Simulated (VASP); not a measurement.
# AlAs (b) (F-43m) in VASP: notebook, part 2 of 2

VASP 6.6.1.

### Step 3. Single point, PBEsol

Input file INCAR:

```
SYSTEM = AlAs
PREC = Accurate ; ENCUT = 500
EDIFF = 1E-6 ; ISMEAR = 0
SIGMA = 0.02 ; LREAL = .FALSE.
LASPH = .TRUE. ; NELM = 120
ALGO = Normal ; ISIF = 2
LWAVE = .FALSE. ; LCHARG = .FALSE.
GGA = PS ; NBANDS = 11
GGA_COMPAT = .FALSE.
```

Input file KPOINTS:

```
Automatic mesh
0
G
  8 8 8
  0 0 0
```

Input file POSCAR:

```
AlAs
1.0
    0.0000000000      2.8374040883      2.8374040883
    2.8374040883      0.0000000000      2.8374040883
    2.8374040883      2.8374040883      0.0000000000
Al As
1 1
Direct
    0.0000000000      0.0000000000      0.0000000000
    0.2500000000      0.2500000000      0.2500000000
```

Potentials or basis: VASP PAW PBE potentials, release 64 (Al, As).

Command:

```
$ cat potpaw_PBE.64/Al/POTCAR potpaw_PBE.64/As/POTCAR > POTCAR
$ mpirun -np 1 vasp_std > vasp.out
```

OUTCAR:

```text
SYSTEM = AlAs
   PREC = Accurate
   ENCUT = 500
   EDIFF = 1E-6
   ISMEAR = 0
   LREAL = .FALSE.
   LASPH = .TRUE.
   NELM = 120
   ISIF = 2
   GGA = PS

 ion  position               nearest neighbor table
   1  0.000  0.000  0.000-   2 2.46   2 2.46   2 2.46   2 2.46
   2  0.250  0.250  0.250-   1 2.46   1 2.46   1 2.46   1 2.46

  LATTYP: Found a face centered cubic cell.
 ALAT       =     5.6748081766

  Lattice vectors:

 A1 = (   0.0000000000,   2.8374040883,   2.8374040883)
 A2 = (   2.8374040883,   0.0000000000,   2.8374040883)
 A3 = (   2.8374040883,   2.8374040883,   0.0000000000)

Analysis of symmetry for initial positions (statically):
=====================================================================
 Subroutine PRICEL returns:
 Original cell was already a primitive cell.

 Routine SETGRP: Setting up the symmetry group for a
 face centered cubic supercell.

 Subroutine GETGRP returns: Found 24 space group operations
 (whereof 24 operations were pure point group operations)
 out of a pool of 48 trial point group operations.

The static configuration has the point symmetry T_d .

Analysis of symmetry for dynamics (positions and initial velocities):
[... 172 lines left out ...]
      4       3.7394      2.00000
      5       5.6614      0.00000
      6       7.9897      0.00000
      7       7.9897      0.00000
      8       7.9897      0.00000
      9      12.4096      0.00000
     10      12.7151      0.00000
     11      12.7151      0.00000
[... 309 lines left out ...]
 k-point    24 :      -0.3750    0.2500    0.1250
  band No.  band energies     occupation
      1      -6.4361      2.00000
      2      -1.5156      2.00000
      3       1.0413      2.00000
      4       2.1971      2.00000
      5       7.3335      0.00000
      6       7.8956      0.00000
      7      10.3533      0.00000
      8      11.2841      0.00000
      9      12.0061      0.00000
     10      14.6270      0.00000
     11      15.8911      0.00000

 [... further k-points ...]

------------------------ aborting loop because EDIFF is reached ----------------------------------------

  FORCE on cell =-STRESS in cart. coord.  units (eV):
  Direction    XX          YY          ZZ          XY          YZ          ZX
  --------------------------------------------------------------------------------------
  -------------------------------------------------------------------------------------
  Total        0.0756389      0.0756389      0.0756389      0.0000000      0.0000000      0.0000000
  in kB        2.6525420      2.6525420      2.6525420      0.0000000      0.0000000      0.0000000
  external PRESSURE =       2.6525420 kB  Pullay stress =       0.0000000 kB

 VOLUME and BASIS-vectors are now :
 -----------------------------------------------------------------------------
  energy-cutoff  :      500.00
  volume of cell :       45.69
      direct lattice vectors                 reciprocal lattice vectors
     0.000000000  2.837404088  2.837404088    -0.176217410  0.176217410  0.176217410
     2.837404088  0.000000000  2.837404088     0.176217410 -0.176217410  0.176217410
     2.837404088  2.837404088  0.000000000     0.176217410  0.176217410 -0.176217410

 POSITION                                       TOTAL-FORCE (eV/Angst)
 -----------------------------------------------------------------------------------
      0.00000      0.00000      0.00000        -0.000000     -0.000000     -0.000000
      1.41870      1.41870      1.41870         0.000000      0.000000      0.000000
 -----------------------------------------------------------------------------------
    total drift:                                0.000000      0.000000      0.000000

  FREE ENERGIE OF THE ION-ELECTRON SYSTEM (eV)
  ---------------------------------------------------
  free  energy   TOTEN  =       -10.0646945091 eV

  energy  without entropy=      -10.0646945091  energy(sigma->0) =      -10.06469451
```

OSZICAR:

```text
N       E                     dE             d eps       ncg     rms          rms(c)
DAV:   1     0.132406418322E+02    0.13241E+02   -0.28759E+03   638   0.524E+02
DAV:   2    -0.937411239149E+01   -0.22615E+02   -0.21752E+02   848   0.872E+01
DAV:   3    -0.103232647742E+02   -0.94915E+00   -0.94768E+00   789   0.178E+01
DAV:   4    -0.103307390401E+02   -0.74743E-02   -0.74737E-02   725   0.191E+00
DAV:   5    -0.103308901828E+02   -0.15114E-03   -0.15114E-03   801   0.260E-01    0.325E+00
DAV:   6    -0.101127820877E+02    0.21811E+00   -0.35090E-01   701   0.211E+00    0.185E+00
DAV:   7    -0.100663735444E+02    0.46409E-01   -0.17193E-01   727   0.158E+00    0.650E-01
DAV:   8    -0.100646283033E+02    0.17452E-02   -0.10869E-02   707   0.485E-01    0.935E-02
DAV:   9    -0.100646444932E+02   -0.16190E-04   -0.50013E-04   746   0.120E-01    0.449E-02
DAV:  10    -0.100646904383E+02   -0.45945E-04   -0.49990E-05   706   0.388E-02    0.957E-03
DAV:  11    -0.100646946601E+02   -0.42218E-05   -0.72536E-06   756   0.135E-02    0.496E-03
DAV:  12    -0.100646945091E+02    0.15101E-06   -0.12208E-06   470   0.485E-03
   1 F= -.10064695E+02 E0= -.10064695E+02  d E =-.745725E-12
```

Wall time 17 s (1 thread of Intel Xeon 6975P-C, shared host); peak memory 0.17 GiB.

Results:

```yaml
Free_energy: -10.0647 eV
Pressure: 0.3 GPa
Band_gap_on_the_k_mesh: 1.33 eV, indirect (least direct gap 1.92 eV)
```

Caveat: the PAW data sets were made with another functional, which shifts forces and pressure a little.

### Step 4. Relaxation of cell and atoms, PBEsol

Input file INCAR:

```
SYSTEM = AlAs
PREC     = Accurate       ! precision mode
ENCUT    = 500            ! plane-wave cutoff, eV
EDIFF    = 1E-7           ! SCF threshold, eV
ISMEAR   = 0              ! smearing method
SIGMA    = 0.02           ! smearing width, eV
LREAL    = .False.        ! projectors in reciprocal space
LASPH    = .True.         ! aspherical terms in the spheres
NELM     = 120            ! most SCF steps
ALGO     = Normal         ! electronic algorithm
ISIF     = 3              ! what is computed and relaxed
LWAVE    = .False.        ! write WAVECAR
LCHARG   = .False.        ! write CHGCAR
GGA      = PS             ! functional
IBRION   = 2              ! ionic algorithm
NSW      = 100            ! ionic steps
EDIFFG   = -0.002         ! ionic threshold
GGA_COMPAT= .False.      
NELMIN   = 4
```

Input file KPOINTS:

```
regular mesh
0
Gamma
  8 8 8
  0 0 0
```

Input file POSCAR:

```
AlAs
1.0
    0.0000000000      2.8379008000      2.8379008000
    2.8379008000      0.0000000000      2.8379008000
    2.8379008000      2.8379008000      0.0000000000
Al As
1 1
Direct
    0.0000000000      0.0000000000      0.0000000000
    0.2500000000      0.2500000000      0.2500000000
```

Command:

```
$ cat potpaw_PBE.64/Al/POTCAR potpaw_PBE.64/As/POTCAR > POTCAR
$ mpirun -np 1 vasp_std > vasp.out
```

It used 19 s of CPU time on 1 thread of Intel Xeon 6975P-C, on a shared host.

It converged, with:

```yaml
Free_energy: -10.0648 eV
Relaxed_volume: 22.93 Å³/atom
Relaxed_cell: a = 4.018 Å, b = 4.018 Å, c = 4.018 Å, α = 60.00°, β = 60.00°, γ = 60.00°
Space_group_after_relaxing_to_0.05_Å: F-43m (No. 216)
Energy_gained_by_relaxing: 0.1 meV/atom
Ionic_steps: 3
Pressure_after_relaxing: 0.0 GPa
Band_gap_on_the_k_mesh: 1.34 eV, indirect (least direct gap 1.89 eV)
```

The path:
```tsv
step	energy change (eV)	largest force (eV/Å)	pressure (GPa)	volume (Å³)
1	0.0000	0.0000	0.23	45.71
2	-0.0001	0.0000	-0.11	45.93
3	-0.0001	0.0000	0.00	45.85
```

Final structure:
```yaml
crystal:
  lattice:
    - [0.00000, 2.84084, 2.84084]
    - [2.84084, 0.00000, 2.84084]
    - [2.84084, 2.84084, 0.00000]
  atoms:
    - { symbol: Al, position: [0.00000, 0.00000, 0.00000] }
    - { symbol: As, position: [0.25000, 0.25000, 0.25000] }
```

Levels at points of the mesh, in eV from the valence-band top:
| k point | band 1 | band 2 | band 3 | band 4 | band 5 | band 6 | band 7 | band 8 |
| --- | --- | --- | --- | --- | --- | --- | --- | --- |
| (0.00, 0.00, 0.00) | -11.83 | 0.00 | 0.00 | 0.00 | 1.89 | 4.24 | 4.24 | 4.24 |
| (0.50, 0.00, 0.00) | -10.42 | -5.55 | -0.82 | -0.82 | 2.04 | 4.62 | 4.62 | 7.56 |
| (0.50, 0.50, 0.00) | -9.88 | -5.40 | -2.16 | -2.16 | 1.34 | 2.22 | 10.20 | 10.20 |

Caveat: the PAW data sets were made with another functional, which shifts forces and pressure a little. A k mesh can miss the band edges.

### Step 5. Overview

```csv
task,cell,k mesh,smearing,gap on the mesh (eV),pressure (GPa)
single point,"a = 4.013 Å, angles 60.0°, 2 atoms",6 × 6 × 6,gaussian 0.1 eV,1.33,0.2
single point,"a = 4.013 Å, angles 60.0°, 2 atoms",8 × 8 × 8,gaussian 0.02 eV,1.33,0.3
relaxation of cell and atoms,"relaxed from a = 4.013 Å, angles 60.0°, 2 atoms",8 × 8 × 8,gaussian 0.02 eV,1.34,0.0
```

Alike in all rows: level PBEsol; potentials or basis VASP PAW PBE potentials, release 64 (Al, As); no spin polarisation; cutoff (eV) 500.

Caveats: the PAW data sets were made with another functional, which shifts forces and pressure a little.

Total energies depend on the potentials used, so only differences within one code and one set of settings carry meaning.
